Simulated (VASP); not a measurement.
Here is a VASP 6.6.1 calculation.

The input INCAR:

```
  PREC = Accurate
  ENCUT = 520
  EDIFF = 1E-6
  ISMEAR = 0
  SIGMA = 0.1
  LREAL = False
  LASPH = True
  NELM = 60
  ALGO = Fast
  ISIF = 2
  LWAVE = False
  LCHARG = True
  GGA = PE
  LELF = True
  LVHAR = True
  NBANDS = 46
```

The input KPOINTS:

```
Automatic mesh
0
Gamma
  8 8 8
```

The input POSCAR:

```
SrOs
1.0
    5.7439731179      0.0000000000      0.0000000000
    0.0000000000      5.7439731179      0.0000000000
    0.0000000000      0.0000000000      5.7439731179
Sr Os
4 4
Direct
    0.1575039269      0.1575039269      0.1575039269
    0.3424960731      0.8424960731      0.6575039269
    0.6575039269      0.3424960731      0.8424960731
    0.8424960731      0.6575039269      0.3424960731
    0.8539659985      0.8539659985      0.8539659985
    0.6460340015      0.1460340015      0.3539659985
    0.3539659985      0.6460340015      0.1460340015
    0.1460340015      0.3539659985      0.6460340015
```

Potentials or basis: VASP PAW PBE potentials, release 64 (Sr_sv, Os).

Command:

```bash
$ cat potpaw_PBE.64/Sr_sv/POTCAR potpaw_PBE.64/Os/POTCAR > POTCAR
$ mpirun -np 1 vasp_std > vasp.out
```

(1) Predict the pressure.

(2) Predict the largest force.

Answers

(1) 0.3 GPa.

(2) 0.019 eV/Å.
